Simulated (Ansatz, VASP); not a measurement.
Lu2As in VASP and in Ansatz

File INCAR:

```
SYSTEM = Lu2As
  PREC = Accurate
  ENCUT = 520
  EDIFF = 1E-6
  ISMEAR = 0
  SIGMA = 0.1
  LREAL = .FALSE.
  LASPH = .TRUE.
  NELM = 80
  ALGO = Fast
  ISIF = 2
  LWAVE = .FALSE.
  LCHARG = .FALSE.
  GGA = PE
  NBANDS = 34
```

Contents of KPOINTS:

```
Automatic mesh
0
G
  12 12 14
  0 0 0
```

POSCAR

```
Lu2As
1.0
    5.1944035849      0.0000000000      0.0000000000
   -2.5972017925      4.4984854620      0.0000000000
    0.0000000000      0.0000000000      3.0849799111
Lu As
2 1
Direct
    0.3333333333      0.6666666667      0.5000000000
    0.6666666667      0.3333333333      0.5000000000
    0.0000000000      0.0000000000      0.0000000000
```

Input for Ansatz:

```yaml
crystal:
  lattice:
    - [5.1944035849, 0.0, 0.0]
    - [-2.5972017925, 4.498485462, 0.0]
    - [0.0, 0.0, 3.0849799111]
  atoms:
    - { symbol: Lu, position: [0.3333333333, 0.6666666667, 0.5] }
    - { symbol: Lu, position: [0.6666666667, 0.3333333333, 0.5] }
    - { symbol: As, position: [0.0, 0.0, 0.0] }
basis:
  ecutwfc: 420
kpoints:
  mp_grid: { grid: [12, 12, 14] }
  band_path:
    path:
      - [[0.0, 0.0, 0.0], [0.5, 0.0, 0.0], [0.33333333, 0.33333333, 0.0], [0.0, 0.0, 0.0], [0.0, 0.0, 0.5], [0.5, 0.0, 0.5], [0.33333333, 0.33333333, 0.5], [0.0, 0.0, 0.5]]
      - [[0.5, 0.0, 0.5], [0.5, 0.0, 0.0]]
      - [[0.33333333, 0.33333333, 0.5], [0.33333333, 0.33333333, 0.0]]
    npoints: 14
hamiltonian:
  xc: pbe
scf:
  occupations: { method: gaussian, width: 0.1 }
  n_extra_bands: 7
output:
  forces: true
  stress: true
  eigenvalues: true
  populations: true
  dos: { projected: true, de: 0.02, nscf_kmesh: { grid: [15, 15, 17] } }
  bader: true
  write_density: true
  write_potential: true
  elf: true
  volumetric_format: npy
```

Alike in both runs: task single point; functional PBE; k mesh 12 × 12 × 14; occupations gaussian, width 0.1 eV; no spin polarisation.

```csv
,VASP,Ansatz
version,VASP 6.6.1,Ansatz 0.2.0
potentials or method,"VASP PAW PBE potentials, release 64 (Lu, As), cutoff 520 eV","scalar-relativistic, plane waves, PAW"
valence electrons in the cell,55,65
```

|  | VASP | Ansatz | Ansatz less VASP |
| --- | --- | --- | --- |
| gap on the k mesh at the Fermi level (eV) | none | none | - |
| pressure (GPa) | -0.8 | 0.0 | +0.82 |

A gap of «none» marks a metal or a gap that the smearing closes. VASP's potentials hold 55 valence electrons a cell and Ansatz's 65, so a difference there can come from the potentials and not from the codes.

Neither program's run includes spin-orbit coupling.
